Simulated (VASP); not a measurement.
A run of VASP 6.6.1:

The input INCAR:

```
SYSTEM = MoS2
PREC = Accurate ; ENCUT = 520
EDIFF = 1E-7 ; ISMEAR = -1
SIGMA = 0.05 ; LREAL = .False.
LASPH = .True. ; NELM = 60
ALGO = Normal ; ISIF = 2
LWAVE = .False. ; LCHARG = .False.
GGA = CA ; NBANDS = 20
```

Contents of KPOINTS:

```
Automatic mesh
0
Gamma
  10 10 10
  0 0 0
```

File POSCAR:

```
MoS2
1.0
    1.5748587398      0.9092451173      6.0739551840
   -1.5748587398      0.9092451173      6.0739551840
    0.0000000000     -1.8184902347      6.0739551840
Mo S
1 2
Direct
    0.0000000000      0.0000000000      0.0000000000
    0.2500000000      0.2500000000      0.2500000000
    0.7500000000      0.7500000000      0.7500000000
```

Potentials or basis: VASP PAW LDA potentials, release 64 (Mo_sv, S).

The run is started by

```console
$ cat potpaw_LDA.64/Mo_sv/POTCAR potpaw_LDA.64/S/POTCAR > POTCAR
$ mpirun -np 1 vasp_std > vasp.out
```

Hardware: 1 thread of Intel(R) Xeon(R) Platinum 8488C (Sapphire Rapids), with other jobs on the host.

Problem. How long does it take, and how much memory?

Solution. Wall time 4.2 min on 1 thread of Intel(R) Xeon(R) Platinum 8488C (Sapphire Rapids), on a shared host, peak memory 0.33 GiB. Counts: scf iterations 15, k points 116.
